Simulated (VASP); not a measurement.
Write the native input for VASP 6.6.1 that does the following.

```yaml
Task: single point
Functional: LDA
Potentials_or_basis: VASP PAW LDA potentials, release 64 (Sr_sv, O)
Cutoff: 600 eV
k_mesh: 6 × 6 × 6
Occupations: gaussian, width 0.1 eV
Spin: no spin polarisation
Dipole_correction: no
Further_INCAR_settings: ALGO = Normal; EDIFF = 1e-06; NBANDS = 15
```

The structure of SrO (lda) lies in POSCAR:

```
SrO
1.0
    0.0000000000      2.5800000000      2.5800000000
    2.5800000000      0.0000000000      2.5800000000
    2.5800000000      2.5800000000      0.0000000000
Sr O
1 1
Direct
    0.0000000000      0.0000000000      0.0000000000
    0.5000000000      0.5000000000      0.5000000000
```

These files were run (other wordings do the same):

INCAR

```
SYSTEM = SrO
PREC = Accurate
ENCUT = 600
EDIFF = 1E-6
ISMEAR = 0
SIGMA = 0.1
LREAL = .FALSE.
LASPH = .TRUE.
NELM = 120
ALGO = Normal
ISIF = 2
LWAVE = .FALSE.
LCHARG = .FALSE.
NBANDS = 15
GGA_COMPAT = .FALSE.
```

KPOINTS

```
regular mesh
0
G
  6 6 6
  0 0 0
```

Potentials or basis: VASP PAW LDA potentials, release 64 (Sr_sv, O).

Command:

```console
$ cat potpaw_LDA.64/Sr_sv/POTCAR potpaw_LDA.64/O/POTCAR > POTCAR
$ mpirun -np 1 vasp_std > vasp.out
```

It gave:

```json
{
  "Pressure": "-4.6 GPa",
  "Band gap on the k mesh": "3.11 eV, indirect (least direct gap 3.20 eV)"
}
```

Run time: 24 s on 1 thread of AMD EPYC 7R43 64-Core Processor (Zen 3), on a shared host, peak memory 0.12 GiB.
